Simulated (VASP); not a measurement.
**VMo3S8: single point with PBE**

VMo3S8:

```
V Mo S
1.0
     3.18459    0.00000    0.00000
    -1.59229    2.75793    0.00000
     0.00000    0.00000   27.74604
V Mo S
1 3 8
Direct
  0.66667 0.33333 0.50000
  0.66667 0.33333 0.00000
  0.33333 0.66667 0.25182
  0.33333 0.66667 0.74818
  0.66667 0.33333 0.19551
  0.66667 0.33333 0.69186
  0.33333 0.66667 0.05631
  0.33333 0.66667 0.55359
  0.66667 0.33333 0.30814
  0.66667 0.33333 0.80449
  0.33333 0.66667 0.94369
  0.33333 0.66667 0.44641
```

* Program: VASP 6.6.1
* Task: single point
* Functional: PBE
* Potentials or basis: VASP PAW PBE potentials, release 64 (V_sv, Mo_sv, S)
* Cutoff: 520 eV
* k mesh: 6 × 6 × 1
* Occupations: gaussian, width 0.1 eV
* Spin: collinear spin, ferrimagnetic start
* Starting moments: [2.0, -1.0, -1.0, 1.0, 0.0, 0.0, 0.0, 0.0, 0.0, 0.0, 0.0, 0.0] μB

```json
{
 "Pressure": "0.0 GPa",
 "Largest force": "0.015 eV/Å",
 "Net moment": "0.93 μB per cell",
 "Site moments": "V +0.88; Mo +0.00, -0.00; S +0.00, -0.00, -0.04 μB",
 "Valence electrons inside the program's atomic spheres": "V 11.54; Mo 12.43; S 3.70"
}
```

Forces in eV/Å, atoms in the order of the input:
```
V    0.000  0.000  0.000
Mo   0.000  0.000  0.000
Mo   0.000  0.000  0.002
Mo   0.000  0.000 -0.002
S    0.000  0.000  0.015
S    0.000  0.000  0.014
S    0.000  0.000 -0.013
S    0.000  0.000  0.009
S    0.000  0.000 -0.014
S    0.000  0.000 -0.015
S    0.000  0.000  0.013
S    0.000  0.000 -0.009
```

Levels at points of the mesh, in eV from the Fermi level:
Spin up:
```
           k point  band 48  band 49  band 50  band 51  band 52  band 53  band 54  band 55  band 56  band 57
(0.00, 0.00, 0.00)    -1.13    -0.49    -0.14    -0.10     0.16     2.42     2.42     2.47     2.47     2.50
(0.50, 0.00, 0.00)    -1.11    -0.97    -0.89    -0.89    -0.73     1.11     1.39     1.90     1.98     1.99
```
Spin down:
```csv
k point,band 47,band 48,band 49,band 50,band 51,band 52,band 53,band 54,band 55,band 56
"(0.00, 0.00, 0.00)",-0.88,-0.88,-0.47,-0.14,-0.06,1.05,2.42,2.42,2.50,2.50
"(0.50, 0.00, 0.00)",-1.23,-1.06,-0.97,-0.89,-0.89,0.06,1.90,1.97,1.98,1.99
```

It took 6 min on 1 thread of Intel(R) Xeon(R) 6975P-C (Granite Rapids), with other jobs on the host, peak memory 0.53 GiB.

Caveat: the k points lie up to 0.38 Å⁻¹ apart; this functional lacks dispersion, which binds the layers, so the pressure and a relaxed spacing across them are unreliable. With open d or f shells a metallic result of PBE can be an artefact of self-interaction; +U or a hybrid may open a gap.
